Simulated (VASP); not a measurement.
# P (I2_13) in VASP: notebook

P is run at these levels: PBE; tasks: single point, relaxation of cell and atoms.

Everything below comes from runs of VASP 6.6.1. Logs are shortened: lines on timing, memory, paths and dates and some standing lists are left out, and cuts for length are marked.

## Step 1: The cell of the first run

The structure is cubic, space group I2_13 (No. 199). The conventional cell has a = 7.285 Å, b = 7.285 Å, c = 7.285 Å, α = 90.00°, β = 90.00°, γ = 90.00°. Within 2.7 Å of P (site symmetry 1) lie 6 P at 2.05 to 2.68 Å.

The cell was built from a structure type or drawn by symmetry, and may not be a known phase.

## Step 2: Single point, PBE

INCAR

```
SYSTEM = P
PREC = Accurate
ENCUT = 520
EDIFF = 1E-7
ISMEAR = 0
SIGMA = 0.1
LREAL = .False.
LASPH = .True.
NELM = 80
ALGO = Normal
ISIF = 2
LWAVE = .False.
LCHARG = .False.
GGA = PE
NBANDS = 42
```

KPOINTS

```
regular mesh
0
Gamma
  4 4 4
  0 0 0
```

POSCAR

```
P
1.0
   -3.6422948700      3.6422948700      3.6422948700
    3.6422948700     -3.6422948700      3.6422948700
    3.6422948700      3.6422948700     -3.6422948700
P
12
Direct
    0.2301970000      0.0776810100      0.6154950300
    0.8474840000      0.2698030000      0.8852980300
    0.6147019700      0.8845049700      0.9621859700
    0.4223189900      0.6525160000      0.5378140300
    0.2698030000      0.8852980300      0.8474840000
    0.8852980300      0.8474840000      0.2698030000
    0.6525160000      0.5378140300      0.4223189900
    0.6154950300      0.2301970000      0.0776810100
    0.5378140300      0.4223189900      0.6525160000
    0.8845049700      0.9621859700      0.6147019700
    0.0776810100      0.6154950300      0.2301970000
    0.9621859700      0.6147019700      0.8845049700
```

Potentials or basis: VASP PAW PBE potentials, release 64 (P).

The run is started by

```sh
$ cat potpaw_PBE.64/P/POTCAR > POTCAR
$ mpirun -np 1 vasp_std > vasp.out
```

OUTCAR:

```text
SYSTEM = P
   PREC = Accurate
   ENCUT = 520
   EDIFF = 1E-7
   ISMEAR = 0
   LREAL = .False.
   LASPH = .True.
   NELM = 80
   ISIF = 2
   GGA = PE

 ion  position               nearest neighbor table
   1  0.230  0.078  0.615-   6 2.05  10 2.05   5 2.20   9 2.26   8 2.68  11 2.68
   2  0.847  0.270  0.885-  12 2.05  11 2.05   8 2.20  10 2.26   9 2.68   3 2.68
   3  0.615  0.885  0.962-   5 2.05   8 2.05   4 2.20   6 2.26   2 2.68   9 2.68
   4  0.422  0.653  0.538-   7 2.05   9 2.05   3 2.20  11 2.26   5 2.68  10 2.68
   5  0.270  0.885  0.847-   3 2.05   8 2.05   1 2.20  12 2.26   4 2.68  10 2.68
   6  0.885  0.847  0.270-  10 2.05   1 2.05  11 2.20   3 2.26   7 2.68  12 2.68
   7  0.653  0.538  0.422-   4 2.05   9 2.05  10 2.20   8 2.26   6 2.68  12 2.68
   8  0.615  0.230  0.078-   3 2.05   5 2.05   2 2.20   7 2.26  11 2.68   1 2.68
   9  0.538  0.422  0.653-   4 2.05   7 2.05  12 2.20   1 2.26   2 2.68   3 2.68
  10  0.885  0.962  0.615-   6 2.05   1 2.05   7 2.20   2 2.26   5 2.68   4 2.68
  11  0.078  0.615  0.230-   2 2.05  12 2.05   6 2.20   4 2.26   8 2.68   1 2.68
  12  0.962  0.615  0.885-   2 2.05  11 2.05   9 2.20   5 2.26   6 2.68   7 2.68

  LATTYP: Found a body centered cubic cell.
 ALAT       =     7.2845897400

  Lattice vectors:

 A1 = (  -3.6422948700,   3.6422948700,   3.6422948700)
 A2 = (   3.6422948700,  -3.6422948700,   3.6422948700)
 A3 = (   3.6422948700,   3.6422948700,  -3.6422948700)

Analysis of symmetry for initial positions (statically):
=====================================================================
 Subroutine PRICEL returns:
 Original cell was already a primitive cell.

 Routine SETGRP: Setting up the symmetry group for a
 body centered cubic supercell.

 Subroutine GETGRP returns: Found 12 space group operations
 (whereof  3 operations were pure point group operations)
 out of a pool of 48 trial point group operations.

The static configuration has the point symmetry C_3 .
 The point group associated with its full space group is T   .

Analysis of symmetry for dynamics (positions and initial velocities):
=====================================================================
 Subroutine PRICEL returns:
 Original cell was already a primitive cell.

 Routine SETGRP: Setting up the symmetry group for a
 body centered cubic supercell.

 Subroutine GETGRP returns: Found 12 space group operations
 (whereof  3 operations were pure point group operations)
 out of a pool of 48 trial point group operations.

The dynamic configuration has the point symmetry C_3 .
 The point group associated with its full space group is T   .

 Subroutine INISYM returns: Found 12 space group operations
 (whereof  3 operations are pure point group operations),
 and found     1 'primitive' translations

----------------------------------------------------------------------------------------

                                     Primitive cell

  volume of cell :     193.2793

  direct lattice vectors                    reciprocal lattice vectors
    -3.642294870  3.642294870  3.642294870     0.000000000  0.137276090  0.137276090
     3.642294870 -3.642294870  3.642294870     0.137276090  0.000000000  0.137276090
     3.642294870  3.642294870 -3.642294870     0.137276090  0.137276090  0.000000000

  length of vectors
     6.308639771  6.308639771  6.308639771     0.194137709  0.194137709  0.194137709

  position of ions in fractional coordinates (direct lattice)
     0.230197000  0.077681010  0.615495030
     0.847484000  0.269803000  0.885298030
     0.614701970  0.884504970  0.962185970
     0.422318990  0.652516000  0.537814030
     0.269803000  0.885298030  0.847484000
     0.885298030  0.847484000  0.269803000
     0.652516000  0.537814030  0.422318990
     0.615495030  0.230197000  0.077681010
     0.537814030  0.422318990  0.652516000
     0.884504970  0.962185970  0.614701970
     0.077681010  0.615495030  0.230197000
     0.962185970  0.614701970  0.884504970

  ion indices of the primitive-cell ions
   primitive index   ion index
                 1           1
                 2           2
                 3           3
                 4           4
                 5           5
                 6           6
                 7           7
                 8           8
                 9           9
                10          10
                11          11
                12          12

----------------------------------------------------------------------------------------

 KPOINTS: regular mesh

Automatic generation of k-mesh.
 Grid dimensions read from file:
 generate k-points for:    4    4    4

 Generating k-lattice:

  Cartesian coordinates                     Fractional coordinates (reciprocal lattice)
     0.000000000  0.034319023  0.034319023     0.250000000  0.000000000  0.000000000
     0.034319023  0.000000000  0.034319023     0.000000000  0.250000000  0.000000000
     0.034319023  0.034319023  0.000000000     0.000000000  0.000000000  0.250000000

  Length of vectors
     0.048534427  0.048534427  0.048534427

  Shift w.r.t. Gamma in fractional coordinates (k-lattice)
     0.000000000  0.000000000  0.000000000

 Subroutine IBZKPT returns following result:
 ===========================================

 Found      8 irreducible k-points:

 Following reciprocal coordinates:
            Coordinates               Weight
  0.000000  0.000000  0.000000      1.000000
  0.250000  0.000000  0.000000     12.000000
  0.500000  0.000000  0.000000      6.000000
  0.250000  0.250000  0.000000     24.000000
  0.250000  0.250000  0.250000      2.000000
 -0.250000  0.250000  0.250000      6.000000
  0.500000  0.500000  0.250000     12.000000
  0.500000  0.500000  0.500000      1.000000
   k-points           NKPTS =      8   k-points in BZ     NKDIM =      8   number of bands    NBANDS=     42
   number of dos      NEDOS =    301   number of ions     NIONS =     12
   total plane-waves  NPLWV = 110592
   dimension x,y,z NGX =    48 NGY =   48 NGZ =   48
   dimension x,y,z NGXF=    96 NGYF=   96 NGZF=   96
   ions per type =              12
   NGX,Y,Z   is equivalent  to a cutoff of  12.65, 12.65, 12.65 a.u.
   NGXF,Y,Z  is equivalent  to a cutoff of  25.30, 25.30, 25.30 a.u.
 SYSTEM =  P
   PREC   = accura    normal or accurate (medium, high low for compatibility)
   ISTART =      0    job   : 0-new  1-cont  2-samecut
   ICHARG =      2    charge: 1-file 2-atom 10-const
   ISPIN  =      1    spin polarized calculation?
   LNONCOLLINEAR =      F non collinear calculations
   LSORBIT =      F    spin-orbit coupling
   LASPH  =      T    aspherical Exc in radial PAW
   ENCUT  =  520.0 eV  38.22 Ry    6.18 a.u.  11.73 11.73 11.73*2*pi/ulx,y,z
   NELM   =     80;   NELMIN=  2; NELMDL= -5     # of ELM steps
   EDIFF  = 0.1E-06   stopping-criterion for ELM
   LREAL  =      F    real-space projection
   EDIFFG = 0.1E-05   stopping-criterion for IOM
   NSW    =      0    number of steps for IOM
   IBRION =     -1    ionic relax: 0-MD 1-quasi-New 2-CG
   NFREE  =      0    steps in history (QN), initial steepest desc. (CG)
   ISIF   =      2    stress and relaxation
   ISYM   =      2    0-nonsym 1-usesym 2-fastsym
   POTIM  = 0.5000    time-step for ionic-motion
   TEBEG  =    0.0;   TEEND  =   0.0 temperature during run
   PSTRESS=    0.0 pullay stress
   NELECT =      60.0000    total number of electrons
   NUPDOWN=      -1.0000    fix difference up-down
   EMIN   =  10.00;   EMAX   =-10.00  energy-range for DOS
   EFERMI =   0.00;   METHOD = LEGACY
   ISMEAR =     0;   SIGMA  =   0.10  broadening in eV -4-tet -1-fermi 0-gaus
   EFERMI_NEDOS =   21; number of points for ismear=-14 and -15
   IALGO  =     38    algorithm
   IMIX   =      4    mixing-type and parameters
     AMIX     =   0.40;   BMIX     =  1.00
     AMIX_MAG =   1.60;   BMIX_MAG =  1.00
  volume/ion in A,a.u.               =      16.11       108.69
  Fermi-wavevector in a.u.,A,eV,Ry     =   1.108486  2.094734 16.718034  1.228741
  Thomas-Fermi vector in A             =   2.245014
   LORBIT       =      0    0 simple, 1 ext, 2 COOP (PROOUT), +10 PAW based schemes
   GGA     = PE    functional components
   LHFCALC =     F    Hartree Fock is set to
   AEXX    =    0.0000 exact exchange contribution
   IVDW    =     0    specifies the selected vdW correction
   LEPSILON=     F    determine dielectric tensor
   LRPA    =     F    only Hartree local field effects (RPA)
 non-spin polarized calculation
 Gauss-broadening in eV      SIGMA  =   0.10
  energy-cutoff  :      520.00
  volume of cell :      193.28
 maximum number of plane-waves:      5233
 NGX is ok and might be reduce to    48
   NGX = 23   NGY = 23   NGZ = 23

 number of electron      60.0000001 magnetization

 Free energy of the ion-electron system (eV)
  ---------------------------------------------------
  ext. energy  EPLUGINS =         0.00000000
  ---------------------------------------------------
  free energy    TOTEN  =       -52.08173037 eV

  energy without entropy =      -52.06480308  energy(sigma->0) =      -52.07326672

 E-fermi :   8.2452     XC(G=0): -10.2930

 val. band max:        8.2128359634   @ k =   0.5000   0.0000   0.0000
 cond. band min:       8.2832746956   @ k =   0.2500   0.0000   0.0000
 fundamental gap:      0.0704387323
 Fermi energy:         8.2451558449

 k-point     1 :       0.0000    0.0000    0.0000
  band No.  band energies     occupation
      1      -9.9047      2.00000
      2      -7.3958      2.00000
      3      -7.3958      2.00000
      4      -7.3958      2.00000
      5      -4.4565      2.00000
      6      -4.4565      2.00000
[... 34 lines left out ...]
     41      11.8640      0.00000
     42      11.8640      0.00000
[... 274 lines left out ...]
      2      -8.7148      2.00000
      3      -8.7148      2.00000
      4      -6.0158      2.00000
      5      -4.8051      2.00000
      6      -4.8051      2.00000
[... 34 lines left out ...]
     41      12.3275      0.00000
     42      13.3360      0.00000

------------------------ aborting loop because EDIFF is reached ----------------------------------------

  FORCE on cell =-STRESS in cart. coord.  units (eV):
  Direction    XX          YY          ZZ          XY          YZ          ZX
  --------------------------------------------------------------------------------------
  -------------------------------------------------------------------------------------
  Total       41.8682574     41.8682574     41.8682574      0.0000000      0.0000000      0.0000000
  in kB      347.0644813    347.0644813    347.0644813      0.0000000      0.0000000      0.0000000
  external PRESSURE =     347.0644813 kB  Pullay stress =       0.0000000 kB

 VOLUME and BASIS-vectors are now :
 -----------------------------------------------------------------------------
  energy-cutoff  :      520.00
  volume of cell :      193.28
      direct lattice vectors                 reciprocal lattice vectors
    -3.642294870  3.642294870  3.642294870     0.000000000  0.137276090  0.137276090
     3.642294870 -3.642294870  3.642294870     0.137276090  0.000000000  0.137276090
     3.642294870  3.642294870 -3.642294870     0.137276090  0.137276090  0.000000000

 POSITION                                       TOTAL-FORCE (eV/Angst)
 -----------------------------------------------------------------------------------
      1.68631      2.79732     -1.12043         0.024712      1.334650      2.749210
      1.12043      5.32860      0.84497        -2.749210      0.024712     -1.334650
      4.48727      2.52186      1.95599        -1.334650      2.749210     -0.024712
      2.79732      1.12043      1.95599         1.334650     -2.749210     -0.024712
      5.32860      0.84497      1.12043         0.024712     -1.334650     -2.749210
      0.84497      1.12043      5.32860        -1.334650     -2.749210      0.024712
      1.12043      1.95599      2.79732        -2.749210     -0.024712      1.334650
     -1.12043      1.68631      2.79732         2.749210      0.024712      1.334650
      1.95599      2.79732      1.12043        -0.024712      1.334650     -2.749210
      2.52186      1.95599      4.48727         2.749210     -0.024712     -1.334650
      2.79732     -1.12043      1.68631         1.334650      2.749210      0.024712
      1.95599      4.48727      2.52186        -0.024712     -1.334650      2.749210
 -----------------------------------------------------------------------------------
    total drift:                               -0.000016     -0.000014      0.000005

  FREE ENERGIE OF THE ION-ELECTRON SYSTEM (eV)
  ---------------------------------------------------
  free  energy   TOTEN  =       -52.0817303687 eV

  energy  without entropy=      -52.0648030756  energy(sigma->0) =      -52.07326672
```

It took 42 s on 1 thread of Intel Xeon 6975P-C (Granite Rapids), shared host; peak memory 0.31 GiB.

What came out:

| Quantity | Value |
| --- | --- |
| Free energy | -52.0817 eV |
| Pressure | 34.7 GPa |
| Largest force | 3.056 eV/Å |
| Band gap on the k mesh | zero (bands 30 and 31 overlap by 0.44 eV) |

Forces in eV/Å, atoms in the order of the input:
```
P    0.025  1.335  2.749
P   -2.749  0.025 -1.335
P   -1.335  2.749 -0.025
P    1.335 -2.749 -0.025
P    0.025 -1.335 -2.749
P   -1.335 -2.749  0.025
P   -2.749 -0.025  1.335
P    2.749  0.025  1.335
P   -0.025  1.335 -2.749
P    2.749 -0.025 -1.335
P    1.335  2.749  0.025
P   -0.025 -1.335  2.749
```

Levels at points of the mesh, in eV from the Fermi level:
| k point | band 27 | band 28 | band 29 | band 30 | band 31 | band 32 | band 33 | band 34 |
| --- | --- | --- | --- | --- | --- | --- | --- | --- |
| (0.00, 0.00, 0.00) | -1.53 | -0.22 | -0.22 | -0.22 | 1.27 | 1.40 | 1.40 | 1.40 |
| (0.50, 0.00, 0.00) | -0.90 | -0.86 | -0.56 | -0.28 | -0.03 | 0.61 | 1.49 | 1.70 |
| (0.50, 0.50, 0.50) | -2.16 | -2.16 | -0.40 | -0.40 | -0.40 | 1.30 | 1.30 | 1.30 |

Caveat: the cell stands under pressure; forces of over 1 eV/Å act on the atoms, so gaps and moduli don't describe the material at rest.

## Step 3: Single point, PBE

This run uses another cell than the first one, of 23.84 Å³/atom.

INCAR

```
  PREC = Accurate
  ENCUT = 520
  EDIFF = 1E-6
  ISMEAR = 0
  SIGMA = 0.1
  LREAL = False
  LASPH = True
  NELM = 100
  ALGO = Normal
  ISIF = 2
  LWAVE = False
  LCHARG = False
  GGA = PE
  NBANDS = 42
```

KPOINTS

```
Automatic mesh
0
Gamma
  4 4 4
```

POSCAR

```
P
1.0
   -4.1509053507      4.1509053507      4.1509053507
    4.1509053507     -4.1509053507      4.1509053507
    4.1509053507      4.1509053507     -4.1509053507
P
12
Direct
    0.1946943734      0.1183488585      0.6864761687
    0.9236544850      0.3053056266      0.9917817953
    0.5082182047      0.8135238313      0.9318726898
    0.3816511415      0.5763455150      0.5681273102
    0.3053056266      0.9917817953      0.9236544850
    0.9917817953      0.9236544850      0.3053056266
    0.5763455150      0.5681273102      0.3816511415
    0.6864761687      0.1946943734      0.1183488585
    0.5681273102      0.3816511415      0.5763455150
    0.8135238313      0.9318726898      0.5082182047
    0.1183488585      0.6864761687      0.1946943734
    0.9318726898      0.5082182047      0.8135238313
```

Potentials or basis: VASP PAW PBE potentials, release 64 (P).

The run is started by

```sh
$ cat potpaw_PBE.64/P/POTCAR > POTCAR
$ mpirun -np 1 vasp_std > vasp.out
```

Wall time 60 s (1 thread of Intel Xeon 6975P-C (Granite Rapids), shared host); peak memory 0.4 GiB.

The run converged. Its results:

```
Free energy            : -60.6525 eV
Pressure               : 0.0 GPa
Largest force          : 0.064 eV/Å
Band gap on the k mesh : 0.66 eV (least direct gap 0.91 eV)
```

Forces in eV/Å, atoms in the order of the input:
```
P   -0.028 -0.044 -0.037
P    0.037 -0.028  0.044
P    0.044 -0.037  0.028
P   -0.044  0.037  0.028
P   -0.028  0.044  0.037
P    0.044  0.037 -0.028
P    0.037  0.028 -0.044
P   -0.037 -0.028 -0.044
P    0.028 -0.044  0.037
P   -0.037  0.028  0.044
P   -0.044 -0.037 -0.028
P    0.028  0.044 -0.037
```

Levels at points of the mesh, in eV from the valence-band top:
```csv
k point,band 26,band 27,band 28,band 29,band 30,band 31,band 32,band 33,band 34,band 35
"(0.00, 0.00, 0.00)",-0.46,-0.46,-0.46,-0.29,-0.29,0.66,2.03,2.03,2.03,2.45
"(0.50, 0.00, 0.00)",-1.36,-1.17,-0.80,-0.24,-0.10,1.10,1.50,1.69,2.01,2.71
"(0.50, 0.50, 0.50)",-1.54,-1.54,-0.10,-0.10,-0.10,1.09,1.36,1.36,1.36,2.56
```

A k mesh can miss the band edges.

[end of part 1 of 2]
